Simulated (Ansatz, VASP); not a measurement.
**P in VASP and in Ansatz**

```
P
1.0
     1.74139   -4.93122    0.00000
     1.74139    4.93122    0.00000
     0.00000    0.00000    4.31483
P
4
Direct
  0.11292 0.90674 0.94112
  0.59326 0.38708 0.55888
  0.90674 0.11292 0.05888
  0.38708 0.59326 0.44112
```

Alike in both runs: task single point; functional PBE; k mesh 12 × 12 × 8; occupations gaussian, width 0.05 eV; no spin polarisation.

|  | VASP | Ansatz |
| --- | --- | --- |
| version | VASP 6.6.1 | Ansatz 0.2.0 |
| potentials or method | VASP PAW PBE potentials, release 64 (P), cutoff 520 eV | scalar-relativistic, plane waves, PAW |
| valence electrons in the cell | 20 | 20 |

|  | VASP | Ansatz | Ansatz less VASP |
| --- | --- | --- | --- |
| gap on the k mesh at the Fermi level (eV) | none | none | - |
| pressure (GPa) | 1.2 | 1.5 | +0.32 |
| traceless stress, the component that is largest in VASP (GPa) | 16.37 | 16.59 | +0.227 |
| rms of the force components (eV/Å) | 1.285 | 1.306 | +0.0209 |

Atom by atom the forces differ by 0.043 eV/Å (rms over components). A gap of «none» marks a metal or a gap that the smearing closes. The functional is the same, so the differences come from potentials, cutoffs and numerics.
